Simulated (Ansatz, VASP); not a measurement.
Two plane-wave programs on TaSi2

```
Ta Si
1.0
     4.80616    0.00000    0.00000
    -2.40308    4.16226    0.00000
     0.00000    0.00000    6.59686
Ta Si
3 6
Direct
  0.50000 0.00000 0.00000
  0.50000 0.50000 0.66667
  0.00000 0.50000 0.33333
  0.15886 0.31773 0.00000
  0.84114 0.15886 0.66667
  0.68227 0.84114 0.33333
  0.84114 0.68227 0.00000
  0.15886 0.84114 0.66667
  0.31773 0.15886 0.33333
```

Alike in both runs: functional PBE; k mesh 12 × 12 × 6; occupations gaussian, width 0.1 eV; no spin polarisation.

Ansatz relaxed the structure, and its values are those at the end. VASP's run is a single point on that final structure, the one shown.

|  | VASP | Ansatz |
| --- | --- | --- |
| version | VASP 6.6.1 | Ansatz 0.2.0 |
| potentials or method | VASP PAW PBE potentials, release 64 (Ta_pv, Si), cutoff 520 eV | scalar-relativistic, plane waves, PAW |
| valence electrons in the cell | 57 | 63 |

|  | VASP | Ansatz | Ansatz less VASP |
| --- | --- | --- | --- |
| gap on the k mesh at the Fermi level (eV) | none | none | - |
| pressure (GPa) | 0.1 | 0.0 | -0.09 |

A gap of «none» marks a metal or a gap that the smearing closes. VASP's potentials hold 57 valence electrons a cell and Ansatz's 63, so a difference there can come from the potentials and not from the codes. Ansatz's warnings: structure snapped to symmetry.

Neither program's run includes spin-orbit coupling.
